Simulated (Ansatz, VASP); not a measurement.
## Si: VASP beside Ansatz

```
Si
1.0
     3.86854    0.00000    0.00000
     0.00000    5.47094    0.00000
     0.00000    0.00000   19.86850
Si
6
Direct
  0.75000 0.12500 0.40265
  0.25000 0.87500 0.40265
  0.25000 0.62500 0.50000
  0.75000 0.37500 0.50000
  0.75000 0.12500 0.59735
  0.25000 0.87500 0.59735
```

Alike in both runs: task single point; functional PBE; k mesh 8 × 6 × 1; occupations fermi-dirac, width 0.02 eV; no spin polarisation.

|  | VASP | Ansatz |
| --- | --- | --- |
| version | VASP 6.6.1 | Ansatz 0.2.0 |
| potentials or method | VASP PAW PBE potentials, release 64 (Si), cutoff 520 eV | all-electron LAPW, scalar-relativistic |

```tsv
	VASP	Ansatz	Ansatz less VASP
rms of the force components (eV/Å)	0.301	0.299	-0.0026
```

Atom by atom the forces differ by 0.003 eV/Å (rms over components). Ansatz ran all-electron here, and VASP with PAW potentials.
